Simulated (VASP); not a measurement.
A run of VASP 6.6.1:

File POSCAR:

```
NaCl
1.0
    0.0000000000      2.9148067784      2.9148067784
    2.9148067784      0.0000000000      2.9148067784
    2.9148067784      2.9148067784      0.0000000000
Na Cl
1 1
Direct
    0.0000000000      0.0000000000      0.0000000000
    0.5000000000      0.5000000000      0.5000000000
```

File INCAR.step1:

```
SYSTEM = NaCl
PREC = Accurate
ENCUT = 500
EDIFF = 1E-8
ISMEAR = 0
SIGMA = 0.01
LREAL = .FALSE.
LASPH = .TRUE.
NELM = 80
ALGO = Normal
LWAVE = .TRUE.
LCHARG = .FALSE.
GGA = PE
```

The input INCAR.step2:

```
SYSTEM = NaCl
PREC = Accurate
ENCUT = 500
EDIFF = 1E-8
ISMEAR = 0
SIGMA = 0.01
LREAL = .FALSE.
LASPH = .TRUE.
NELM = 1
ALGO = Exact
LWAVE = .TRUE.
LCHARG = .FALSE.
GGA = PE
NBANDS = 214
LOPTICS = .TRUE.
ISTART = 1
```

Contents of INCAR.step3:

```
SYSTEM = NaCl
PREC = Accurate
ENCUT = 500
EDIFF = 1E-8
ISMEAR = 0
SIGMA = 0.01
LREAL = .FALSE.
LASPH = .TRUE.
ALGO = EVGW0
LWAVE = .FALSE.
LCHARG = .FALSE.
GGA = PE
NELMGW = 1
NBANDS = 214
ENCUTGW = 150.0
NOMEGA = 96
PRECFOCK = Fast
ISTART = 1
NBANDSGW = 16
OMEGAMAX = 20
```

Contents of KPOINTS:

```
Automatic mesh
0
G
  4 4 4
  0 0 0
```

Potentials or basis: VASP PAW PBE potentials, release 64 (Na_sv_GW, Cl_GW).

Command:

```bash
$ cat potpaw_PBE.64/Na_sv_GW/POTCAR potpaw_PBE.64/Cl_GW/POTCAR > POTCAR
$ cp INCAR.step1 INCAR
$ mpirun -np 1 vasp_std > vasp.out
$ cp INCAR.step2 INCAR
$ mpirun -np 1 vasp_std > vasp.out
$ cp INCAR.step3 INCAR
$ mpirun -np 1 vasp_std > vasp.out
```

Hardware: 1 thread of AMD EPYC 9R14 (Zen 4) (shared host).

Question: Estimate the wall time of this run.

Answer: It took 4.5 min on 1 thread of AMD EPYC 9R14 (Zen 4) (shared host), peak memory 0.56 GiB. Counts: k points 8.
